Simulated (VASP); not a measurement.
# PtSe2 (P-3m1) in VASP: notebook

PtSe2 is run at these levels: PBE; tasks: single point.

Everything below comes from runs of VASP 6.6.1. Logs are shortened: lines on timing, memory, paths and dates and some standing lists are left out, and cuts for length are marked.

## (1) The cell of the first run

It takes space group P-3m1 (No. 164, trigonal). The conventional cell has a = 3.789 Å, b = 3.789 Å, c = 6.566 Å, α = 90.00°, β = 90.00°, γ = 120.00°. Pt (site symmetry -3m) has 6 Se at 2.54 Å within 3.3 Å. Se (site symmetry 3m) has 3 Pt at 2.54 Å within 3.3 Å.

## (2) Single point, PBE (equal strain along all axes, cell held: +1.0 %, then relaxed in part)

Input file INCAR:

```
  PREC = Accurate
  ENCUT = 520
  EDIFF = 1E-7
  ISMEAR = 0
  SIGMA = 0.02
  LREAL = F
  LASPH = T
  NELM = 80
  ALGO = Normal
  ISIF = 2
  LWAVE = F
  LCHARG = F
  GGA = PE
  NBANDS = 18
```

Input file KPOINTS:

```
Automatic mesh
0
Gamma
  12 12 4
```

Input file POSCAR:

```
PtSe2
1.0
    3.7890750806      0.0000000000      0.0000000000
   -1.8945375403      3.2814352767      0.0000000000
    0.0000000000      0.0000000000      6.5663459318
Pt Se
1 2
Direct
    0.0000000000      0.0000000000      0.0000000000
    0.6666666667      0.3333333333      0.8041024056
    0.3333333333      0.6666666667      0.1958975944
```

Potentials or basis: VASP PAW PBE potentials, release 64 (Pt, Se).

Command:

```bash
cat potpaw_PBE.64/Pt/POTCAR potpaw_PBE.64/Se/POTCAR > POTCAR
mpirun -np 1 vasp_std > vasp.out
```

OUTCAR:

```text
PREC = Accurate
   ENCUT = 520
   EDIFF = 1E-7
   ISMEAR = 0
   LREAL = F
   LASPH = T
   NELM = 80
   ISIF = 2
   GGA = PE

 ion  position               nearest neighbor table
   1  0.000  0.000  0.000-   2 2.54   3 2.54   2 2.54   3 2.54   2 2.54   3 2.54
   2  0.667  0.333  0.804-   1 2.54   1 2.54   1 2.54
   3  0.333  0.667  0.196-   1 2.54   1 2.54   1 2.54

  LATTYP: Found a hexagonal cell.
 ALAT       =     3.7890750806
 C/A-ratio  =     1.7329680178

  Lattice vectors:

 A1 = (   3.7890750806,   0.0000000000,   0.0000000000)
 A2 = (  -1.8945375403,   3.2814352767,   0.0000000000)
 A3 = (   0.0000000000,   0.0000000000,   6.5663459318)

Analysis of symmetry for initial positions (statically):
=====================================================================
 Subroutine PRICEL returns:
 Original cell was already a primitive cell.

 Routine SETGRP: Setting up the symmetry group for a
 hexagonal supercell.

 Subroutine GETGRP returns: Found 12 space group operations
 (whereof 12 operations were pure point group operations)
 out of a pool of 24 trial point group operations.

The static configuration has the point symmetry D_3d.

Analysis of symmetry for dynamics (positions and initial velocities):
=====================================================================
 Subroutine PRICEL returns:
 Original cell was already a primitive cell.

 Routine SETGRP: Setting up the symmetry group for a
 hexagonal supercell.

 Subroutine GETGRP returns: Found 12 space group operations
 (whereof 12 operations were pure point group operations)
 out of a pool of 24 trial point group operations.

The dynamic configuration has the point symmetry D_3d.

 Subroutine INISYM returns: Found 12 space group operations
 (whereof 12 operations are pure point group operations),
 and found     1 'primitive' translations

----------------------------------------------------------------------------------------

                                     Primitive cell

  volume of cell :      81.6433

  direct lattice vectors                    reciprocal lattice vectors
     3.789075081  0.000000000  0.000000000     0.263916650  0.152372349  0.000000000
    -1.894537540  3.281435277  0.000000000     0.000000000  0.304744697  0.000000000
     0.000000000  0.000000000  6.566345932     0.000000000  0.000000000  0.152291702

  length of vectors
     3.789075081  3.789075081  6.566345932     0.304744697  0.304744697  0.152291702

  position of ions in fractional coordinates (direct lattice)
     0.000000000  0.000000000  0.000000000
     0.666666667  0.333333333  0.804102406
     0.333333333  0.666666667  0.195897594

  ion indices of the primitive-cell ions
   primitive index   ion index
                 1           1
                 2           2
                 3           3

----------------------------------------------------------------------------------------

 KPOINTS: Automatic mesh

Automatic generation of k-mesh.
 Grid dimensions read from file:
 generate k-points for:   12   12    4

 Generating k-lattice:

  Cartesian coordinates                     Fractional coordinates (reciprocal lattice)
     0.021993054  0.012697696  0.000000000     0.083333333  0.000000000  0.000000000
     0.000000000  0.025395391  0.000000000     0.000000000  0.083333333  0.000000000
     0.000000000  0.000000000  0.038072926     0.000000000  0.000000000  0.250000000

  Length of vectors
     0.025395391  0.025395391  0.038072926

  Shift w.r.t. Gamma in fractional coordinates (k-lattice)
     0.000000000  0.000000000  0.000000000

 Subroutine IBZKPT returns following result:
 ===========================================

 Found     69 irreducible k-points:

 Following reciprocal coordinates:
            Coordinates               Weight
  0.000000  0.000000  0.000000      1.000000
  0.083333  0.000000  0.000000      6.000000
  0.166667  0.000000  0.000000      6.000000
  0.250000  0.000000  0.000000      6.000000
  0.333333  0.000000  0.000000      6.000000
  0.416667  0.000000  0.000000      6.000000
[... 16 lines left out ...]
  0.166667  0.000000  0.250000      6.000000
  0.000000  0.166667  0.250000      6.000000
 [... further k-points ...]
   k-points           NKPTS =     69   k-points in BZ     NKDIM =     69   number of bands    NBANDS=     18
   number of dos      NEDOS =    301   number of ions     NIONS =      3
   total plane-waves  NPLWV =  39200
   dimension x,y,z NGX =    28 NGY =   28 NGZ =   50
   dimension x,y,z NGXF=    56 NGYF=   56 NGZF=  100
   ions per type =               1   2
   NGX,Y,Z   is equivalent  to a cutoff of  12.29, 12.29, 12.66 a.u.
   NGXF,Y,Z  is equivalent  to a cutoff of  24.57, 24.57, 25.32 a.u.
 SYSTEM =  unknown system
   PREC   = accura    normal or accurate (medium, high low for compatibility)
   ISTART =      0    job   : 0-new  1-cont  2-samecut
   ICHARG =      2    charge: 1-file 2-atom 10-const
   ISPIN  =      1    spin polarized calculation?
   LNONCOLLINEAR =      F non collinear calculations
   LSORBIT =      F    spin-orbit coupling
   LASPH  =      T    aspherical Exc in radial PAW
   ENCUT  =  520.0 eV  38.22 Ry    6.18 a.u.   7.05  7.05 12.21*2*pi/ulx,y,z
   NELM   =     80;   NELMIN=  2; NELMDL= -5     # of ELM steps
   EDIFF  = 0.1E-06   stopping-criterion for ELM
   LREAL  =      F    real-space projection
   EDIFFG = 0.1E-05   stopping-criterion for IOM
   NSW    =      0    number of steps for IOM
   IBRION =     -1    ionic relax: 0-MD 1-quasi-New 2-CG
   NFREE  =      0    steps in history (QN), initial steepest desc. (CG)
   ISIF   =      2    stress and relaxation
   ISYM   =      2    0-nonsym 1-usesym 2-fastsym
   POTIM  = 0.5000    time-step for ionic-motion
   TEBEG  =    0.0;   TEEND  =   0.0 temperature during run
   PSTRESS=    0.0 pullay stress
   NELECT =      22.0000    total number of electrons
   NUPDOWN=      -1.0000    fix difference up-down
   EMIN   =  10.00;   EMAX   =-10.00  energy-range for DOS
   EFERMI =   0.00;   METHOD = LEGACY
   ISMEAR =     0;   SIGMA  =   0.02  broadening in eV -4-tet -1-fermi 0-gaus
   EFERMI_NEDOS =   21; number of points for ismear=-14 and -15
   IALGO  =     38    algorithm
   IMIX   =      4    mixing-type and parameters
     AMIX     =   0.40;   BMIX     =  1.00
     AMIX_MAG =   1.60;   BMIX_MAG =  1.00
  volume/ion in A,a.u.               =      27.21       183.65
  Fermi-wavevector in a.u.,A,eV,Ry     =   1.057407  1.998209 15.212800  1.118109
  Thomas-Fermi vector in A             =   2.192678
   LORBIT       =      0    0 simple, 1 ext, 2 COOP (PROOUT), +10 PAW based schemes
   GGA     = PE    functional components
   LHFCALC =     F    Hartree Fock is set to
   AEXX    =    0.0000 exact exchange contribution
   IVDW    =     0    specifies the selected vdW correction
   LEPSILON=     F    determine dielectric tensor
   LRPA    =     F    only Hartree local field effects (RPA)
 non-spin polarized calculation
 Gauss-broadening in eV      SIGMA  =   0.02
  energy-cutoff  :      520.00
  volume of cell :       81.64
 maximum number of plane-waves:      2220
   NGX = 15   NGY = 15   NGZ = 25

 number of electron      22.0000001 magnetization

 Free energy of the ion-electron system (eV)
  ---------------------------------------------------
  ext. energy  EPLUGINS =         0.00000000
  ---------------------------------------------------
  free energy    TOTEN  =       -14.29583309 eV

  energy without entropy =      -14.29583309  energy(sigma->0) =      -14.29583309

 E-fermi :   2.9537     XC(G=0):  -8.8198

 val. band max:        2.8117905944   @ k =   0.1667   0.0000   0.0000
 cond. band min:       3.6550508381   @ k =   0.0000   0.2500   0.2500
 fundamental gap:      0.8432602437
 Fermi energy:         2.9536951887

 k-point     1 :       0.0000    0.0000    0.0000
  band No.  band energies     occupation
      1     -11.3439      2.00000
      2      -9.4951      2.00000
      3      -2.4757      2.00000
      4      -2.4757      2.00000
      5      -2.4685      2.00000
      6      -0.2076      2.00000
[... 10 lines left out ...]
     17      10.7773      0.00000
     18      11.5944      0.00000

 k-point     2 :       0.0833    0.0000    0.0000
  band No.  band energies     occupation
      1     -11.2740      2.00000
      2      -9.5056      2.00000
      3      -2.4704      2.00000
      4      -2.4305      2.00000
      5      -2.3962      2.00000
      6      -0.3077      2.00000
[... 10 lines left out ...]
     17      11.0540      0.00000
     18      11.8998      0.00000

 k-point     3 :       0.1667    0.0000    0.0000
  band No.  band energies     occupation
      1     -11.0732      2.00000
      2      -9.5361      2.00000
      3      -2.4426      2.00000
      4      -2.3080      2.00000
      5      -2.1928      2.00000
      6      -0.6736      2.00000
[... 10 lines left out ...]
     17      11.7290      0.00000
     18      12.1023      0.00000

 k-point     4 :       0.2500    0.0000    0.0000
  band No.  band energies     occupation
      1     -10.7700      2.00000
      2      -9.5827      2.00000
      3      -2.4081      2.00000
      4      -2.1516      2.00000
      5      -1.9460      2.00000
      6      -1.2142      2.00000
[... 375 lines left out ...]
      4      -2.4305      2.00000
      5      -2.2522      2.00000
      6      -0.3097      2.00000
[... 10 lines left out ...]
     17      10.9918      0.00000
     18      11.0617      0.00000

 k-point    23 :       0.1667    0.0000    0.2500
  band No.  band energies     occupation
      1     -11.0565      2.00000
      2      -9.5679      2.00000
      3      -2.4603      2.00000
      4      -2.3057      2.00000
      5      -2.0797      2.00000
      6      -0.6670      2.00000
[... 10 lines left out ...]
     17      11.6354      0.00000
     18      11.7510      0.00000

 k-point    24 :       0.0000    0.1667    0.2500
  band No.  band energies     occupation
      1     -11.0574      2.00000
      2      -9.5658      2.00000
      3      -2.4907      2.00000
      4      -2.3095      2.00000
      5      -2.0538      2.00000
      6      -0.6790      2.00000
[... 10 lines left out ...]
     17      11.0758      0.00000
     18      11.8025      0.00000

 [... further k-points ...]
[... 5 lines left out ...]
  --------------------------------------------------------------------------------------
  -------------------------------------------------------------------------------------
  Total       -0.7325887     -0.7325887     -0.0401328     -0.0000000      0.0000000      0.0000000
  in kB      -14.3763944    -14.3763944     -0.7875706     -0.0000000      0.0000000      0.0000000
  external PRESSURE =      -9.8467865 kB  Pullay stress =       0.0000000 kB

 VOLUME and BASIS-vectors are now :
 -----------------------------------------------------------------------------
  energy-cutoff  :      520.00
  volume of cell :       81.64
      direct lattice vectors                 reciprocal lattice vectors
     3.789075081  0.000000000  0.000000000     0.263916650  0.152372349  0.000000000
    -1.894537540  3.281435277  0.000000000     0.000000000  0.304744697  0.000000000
     0.000000000  0.000000000  6.566345932     0.000000000  0.000000000  0.152291702

 POSITION                                       TOTAL-FORCE (eV/Angst)
 -----------------------------------------------------------------------------------
      0.00000      0.00000      0.00000         0.000000      0.000000     -0.000000
      1.89454      1.09381      5.28001        -0.000000      0.000000      0.002925
     -0.00000      2.18762      1.28633        -0.000000      0.000000     -0.002925
 -----------------------------------------------------------------------------------
    total drift:                               -0.000000     -0.000000      0.000000

  FREE ENERGIE OF THE ION-ELECTRON SYSTEM (eV)
  ---------------------------------------------------
  free  energy   TOTEN  =       -14.2958330933 eV

  energy  without entropy=      -14.2958330933  energy(sigma->0) =      -14.29583309
```

Run time: 76 s. Hardware: 1 thread of Intel Xeon Platinum 8488C (Sapphire Rapids), shared host; peak memory 0.25 GiB.

What came out:

```yaml
Free_energy: -14.2958 eV
Pressure: -1.0 GPa
Band_gap_on_the_k_mesh: 0.84 eV, indirect (least direct gap 0.99 eV)
```

Forces in eV/Å, atoms in the order of the input:
```
Pt   0.000  0.000  0.000
Se   0.000  0.000  0.003
Se   0.000  0.000 -0.003
```

Stress tensor (GPa, compression positive):
```
-1.44  0.00  0.00
 0.00 -1.44  0.00
 0.00  0.00 -0.08
```

Caveat: the cell differs from its parent crystal (equal strain along all axes, cell held: +1.0 %, then relaxed in part); spin-orbit coupling is left out, which moves the levels of the heavy elements; this functional lacks dispersion, which binds the layers, so the pressure and a relaxed spacing across them are unreliable. A k mesh can miss the band edges.

## (3) Single point, PBE

Input file INCAR:

```
SYSTEM = PtSe2
PREC     = Accurate       ! precision mode
ENCUT    = 520            ! plane-wave cutoff, eV
EDIFF    = 1E-6           ! SCF threshold, eV
ISMEAR   = 0              ! smearing method
SIGMA    = 0.02           ! smearing width, eV
LREAL    = .False.        ! projectors in reciprocal space
LASPH    = .True.         ! aspherical terms in the spheres
NELM     = 100            ! most SCF steps
ALGO     = Normal         ! electronic algorithm
ISIF     = 2              ! what is computed and relaxed
LWAVE    = .False.        ! write WAVECAR
LCHARG   = .True.         ! write CHGCAR
GGA      = PE             ! functional
LELF     = .True.         ! ELF
LVHAR    = .True.       
NBANDS   = 18             ! bands
```

Input file KPOINTS:

```
Automatic mesh
0
Gamma
  12 12 4
  0 0 0
```

POSCAR is that of step 2.

Potentials or basis: VASP PAW PBE potentials, release 64 (Pt, Se).

Command:

```bash
cat potpaw_PBE.64/Pt/POTCAR potpaw_PBE.64/Se/POTCAR > POTCAR
mpirun -np 1 vasp_std > vasp.out
```

Run time: 59 s. Hardware: 1 thread of Intel Xeon Platinum 8488C (Sapphire Rapids), shared host; peak memory 0.25 GiB.

The run converged. Its results:

```yaml
Free_energy: -14.2958 eV
Pressure: -1.0 GPa
Largest_force: 0.003 eV/Å
Band_gap_on_the_k_mesh: 0.84 eV, indirect (least direct gap 0.99 eV)
```

Forces in eV/Å, atoms in the order of the input:
```
Pt   0.000  0.000  0.000
Se   0.000  0.000  0.003
Se   0.000  0.000 -0.003
```

Stress tensor (GPa, compression positive):
```
-1.43  0.00  0.00
 0.00 -1.43  0.00
 0.00  0.00 -0.07
```

Levels at points of the mesh, in eV from the valence-band top:
```csv
k point,band 7,band 8,band 9,band 10,band 11,band 12,band 13,band 14,band 15,band 16
"(0.00, 0.00, 0.00)",-3.02,-1.54,-0.34,-0.34,-0.24,2.57,2.57,4.06,5.15,7.97
"(0.50, 0.00, 0.00)",-2.56,-2.50,-2.18,-2.16,-1.76,1.89,2.46,4.60,6.03,7.90
"(0.00, 0.00, 0.50)",-3.02,-1.28,-1.25,-0.37,-0.37,2.63,2.63,5.20,5.62,7.06
"(0.50, 0.00, 0.50)",-2.56,-2.52,-2.22,-2.13,-1.34,2.05,2.32,4.40,5.74,7.33
```

Caveat: spin-orbit coupling is left out, which moves the levels of the heavy elements; this functional lacks dispersion, which binds the layers, so the pressure and a relaxed spacing across them are unreliable.

[end of part 1 of 2]
